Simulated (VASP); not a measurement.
Input of a VASP 6.6.1 run:

The input INCAR:

```
SYSTEM = Ta4F
ALGO     = Normal         ! electronic algorithm
DIPOL    = 0.5 0.5 0.498
EDIFF    = 1E-6           ! SCF threshold, eV
ENCUT    = 520            ! plane-wave cutoff, eV
GGA      = PS             ! functional
IDIPOL   = 3            
ISIF     = 2              ! what is computed and relaxed
ISMEAR   = 0              ! smearing method
LASPH    = .True.         ! aspherical terms in the spheres
LCHARG   = .True.         ! write CHGCAR
LDIPOL   = .True.       
LELF     = .True.         ! ELF
LREAL    = .False.        ! projectors in reciprocal space
LVACPOTAV= .True.       
LVHAR    = .True.       
LWAVE    = .False.        ! write WAVECAR
NBANDS   = 34             ! bands
NELM     = 80             ! most SCF steps
PREC     = Accurate       ! precision mode
SIGMA    = 0.1            ! smearing width, eV
```

File KPOINTS:

```
k-points
0
Gamma
  11 11 1
  0 0 0
```

File POSCAR:

```
Ta4F
1.0
    2.8410132457      0.0000000000      0.0000000000
   -0.9470044152      2.6785329753      0.0000000000
    0.0000000000      0.0000000000     25.9590328043
Ta F
4 1
Direct
    0.5000000000      0.5000000000      0.3274390099
    0.0000000000      0.0000000000      0.4167981790
    0.4996295394      0.5003704606      0.5052521723
    0.0107554863     -0.0107554863      0.5934009852
    0.3620815055      0.6379184945      0.6478032934
```

Potentials or basis: VASP PAW PBE potentials, release 64 (Ta_pv, F).

Command:

```sh
$ cat potpaw_PBE.64/Ta_pv/POTCAR potpaw_PBE.64/F/POTCAR > POTCAR
$ mpirun -np 1 vasp_std > vasp.out
```

Task: Estimate the largest force.

Result: 0.397 eV/Å.

Forces in eV/Å, atoms in the order of the input:
```
Ta   0.015 -0.011  0.383
Ta  -0.006  0.004 -0.396
Ta  -0.004  0.003  0.005
Ta  -0.017  0.012 -0.033
F    0.012 -0.008  0.041
```

Caveat: the PAW data sets were made with another functional, which shifts forces and pressure a little; an odd number of electrons without spin polarisation forces a metal; a magnetic or distorted state may lie lower.
